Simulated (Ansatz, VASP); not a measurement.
**PbS in VASP and in Ansatz**

The input INCAR:

```
  PREC = Accurate
  ENCUT = 520
  EDIFF = 1E-6
  ISMEAR = -1
  SIGMA = 0.05
  LREAL = F
  LASPH = T
  NELM = 100
  ALGO = Normal
  ISIF = 2
  LWAVE = F
  LCHARG = T
  GGA = PE
  LELF = T
  LVHAR = T
  NBANDS = 28
```

The input KPOINTS:

```
regular mesh
0
Gamma
  8 8 4
```

The input POSCAR:

```
PbS
1.0
    2.0569418400     -3.5658292650      0.0000000000
    2.0569418400      3.5658292650      0.0000000000
    0.0000000000      0.0000000000      7.5599447400
Pb S
2 2
Direct
    1.0054410000      0.0041410000      0.0149500000
    0.0013500000      0.9947420000      0.5193720000
    0.3244160000      0.6520720000      0.7980360000
    0.6613770000      0.3233880000      0.3100760000
```

File input.yaml:

```yaml
crystal:
  lattice:
    - [2.05694184, -3.565829265, 0.0]
    - [2.05694184, 3.565829265, 0.0]
    - [0.0, 0.0, 7.55994474]
  atoms:
    - { symbol: Pb, position: [1.005441, 0.004141, 0.01495] }
    - { symbol: Pb, position: [0.00135, 0.994742, 0.519372] }
    - { symbol: S, position: [0.324416, 0.652072, 0.798036] }
    - { symbol: S, position: [0.661377, 0.323388, 0.310076] }
hamiltonian:
  xc: pbe
  pseudopotentials: { kind: paw }
kpoints:
  mp_grid: { grid: [8, 8, 4] }
scf:
  occupations: { method: fermi_dirac, width: 0.05 }
output:
  forces: true
  stress: true
  eigenvalues: true
  write_density: true
  write_potential: true
  elf: true
  volumetric_format: npy
```

Change from the starting cell: atoms moved at random, drawn with an rms of 0.05 Å.

Alike in both runs: task single point; functional PBE; k mesh 8 × 8 × 4; occupations fermi-dirac, width 0.05 eV; no spin polarisation.

```csv
,VASP,Ansatz
version,VASP 6.6.1,Ansatz 0.2.0
potentials or method,"VASP PAW PBE potentials, release 64 (Pb_d, S)",Ansatz PAW
plane-wave cutoff (eV),520,420
valence electrons in the cell,40,40
```

VASP gave:

| Quantity | Value |
| --- | --- |
| gap on the k mesh at the Fermi level (eV) | 0.49 |
| least direct gap on the mesh (eV) | 0.94 |
| pressure (GPa) | 0.5 |
| traceless stress, the component that is largest in VASP (GPa) | -0.38 |
| rms of the force components (eV/Å) | 0.112 |

Q: Which values does Ansatz return?

A: gap on the k mesh at the Fermi level (eV): 0.49; least direct gap on the mesh (eV): 0.94; pressure (GPa): 0.5; traceless stress, the component that is largest in VASP (GPa): -0.37; rms of the force components (eV/Å): 0.113.

Atom by atom the forces differ by 0.001 eV/Å (rms over components). With one functional, cell and mesh, what is left measures potentials, basis and numerics.

Spin-orbit coupling is off throughout.
